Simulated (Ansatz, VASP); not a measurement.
Hf in VASP and in Ansatz

```xyz
2
Lattice="3.3091 0.0000 0.0000 -1.6545 2.8658 0.0000 0.0000 0.0000 5.2383" Properties=species:S:1:pos:R:3 pbc="T T T"
Hf    0.0000    1.9105    1.3096
Hf    1.6545    0.9553    3.9288
```

Alike in both runs: task single point; functional revPBE; k mesh 18 × 18 × 10; occupations fermi-dirac, width 0.1 eV; no spin polarisation.

```csv
,VASP,Ansatz
version,VASP 6.6.1,Ansatz 0.2.0
potentials or method,"VASP PAW PBE potentials, release 64 (Hf_pv), cutoff 520 eV","plane waves (420 eV) with PAW, scalar-relativistic"
valence electrons in the cell,20,52
```

Ansatz gave:

| Property | Result |
| --- | --- |
| pressure (GPa) | -7.0 |
| traceless stress, the component that is largest in VASP (GPa) | -0.14 |

Problem. Which values does VASP return?

Solution. Pressure (GPa): -7.4; traceless stress, the component that is largest in VASP (GPa): -0.19.

VASP's potentials were made for PBE, not for revPBE. The functional is the same, so the differences come from potentials, cutoffs and numerics. VASP's potentials hold 20 valence electrons a cell and Ansatz's 52, so a difference there can come from the potentials and not from the codes.

Neither program's run includes spin-orbit coupling.
